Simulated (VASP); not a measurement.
ZrB, 2 atoms in the cell. It takes space group Fm-3m (No. 225, cubic). Conventional cell: a = 4.913 Å, b = 4.913 Å, c = 4.913 Å, α = 90.00°, β = 90.00°, γ = 90.00°. Within 3.2 Å of Zr (site symmetry m-3m) lie 6 B at 2.46 Å. B (site symmetry m-3m) has 6 Zr at 2.46 Å within 3.2 Å. 

```yaml
Program: VASP 6.6.1
Task: single point
Functional: PBE
Dispersion: D3(BJ)
Potentials_or_basis: VASP PAW PBE potentials, release 64 (Zr_sv, B)
Cutoff: 500 eV
k_mesh: 7 × 7 × 7
Occupations: methfessel-paxton, width 0.1 eV
Spin: no spin polarisation
Dipole_correction: no
Further_INCAR_settings: ALGO = Normal; EDIFF = 1e-06; NBANDS = 14
```

Potentials or basis: VASP PAW PBE potentials, release 64 (Zr_sv, B).

Command:

```console
$ cat potpaw_PBE.64/Zr_sv/POTCAR potpaw_PBE.64/B/POTCAR > POTCAR
$ mpirun -np 1 vasp_std > vasp.out
```

Hardware: 1 thread of Intel(R) Xeon(R) Platinum 8488C (Sapphire Rapids), on a shared host.

Task: How long does it take, and how much memory?

Result: Wall time 10 s on 1 thread of Intel(R) Xeon(R) Platinum 8488C (Sapphire Rapids), with other jobs on the host, peak memory 0.16 GiB. Counts: scf iterations 13, k points 20.
